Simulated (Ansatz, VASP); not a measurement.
One calculation of AlN, two programs

Contents of INCAR:

```
PREC = Accurate
ENCUT = 600
EDIFF = 1E-6
ISMEAR = 0
SIGMA = 0.014
LREAL = F
LASPH = T
NELM = 120
ALGO = Normal
ISIF = 2
LWAVE = F
LCHARG = T
GGA = PE
LELF = T
LVHAR = T
NBANDS = 11
GGA_COMPAT = F
```

The input KPOINTS:

```
regular mesh
0
Gamma
  11 11 11
```

POSCAR

```
AlN
1.0
    0.0000000000      2.0345180000      2.0345180000
    2.0345180000      0.0000000000      2.0345180000
    2.0345180000      2.0345180000      0.0000000000
Al N
1 1
Direct
    0.5000000000      0.5000000000      0.5000000000
    0.0000000000      0.0000000000      0.0000000000
```

File input.yaml:

```yaml
crystal:
  lattice:
    - [0.0, 2.034518, 2.034518]
    - [2.034518, 0.0, 2.034518]
    - [2.034518, 2.034518, 0.0]
  atoms:
    - { symbol: Al, position: [0.5, 0.5, 0.5] }
    - { symbol: "N", position: [0.0, 0.0, 0.0] }
hamiltonian:
  xc: pbe
  pseudopotentials: { kind: paw }
kpoints:
  mp_grid: { grid: [11, 11, 11] }
scf:
  occupations: { method: gaussian, width: 0.014 }
output:
  forces: true
  stress: true
  eigenvalues: true
  write_density: true
  write_potential: true
  elf: true
  volumetric_format: npy
```

Alike in both runs: task single point; functional PBE; k mesh 11 × 11 × 11; occupations gaussian, width 0.014 eV; no spin polarisation.

```csv
,VASP,Ansatz
version,VASP 6.6.1,Ansatz 0.2.0
potentials or method,"VASP PAW PBE potentials, release 64 (Al, N)",Ansatz PAW
plane-wave cutoff (eV),600,420
valence electrons in the cell,8,8
```

VASP gave:

```
gap on the k mesh at the Fermi level (eV) : 4.55
least direct gap on the mesh (eV)         : 5.41
pressure (GPa)                            : -0.1
```

Problem. What did Ansatz give for the same quantities?

Solution. gap on the k mesh at the Fermi level (eV): 4.58; least direct gap on the mesh (eV): 5.40; pressure (GPa): 0.3.

Noted on Ansatz's run: odd divisions of the mesh miss points on the zone boundary, where band edges often lie, so the gap on the mesh can be too wide.
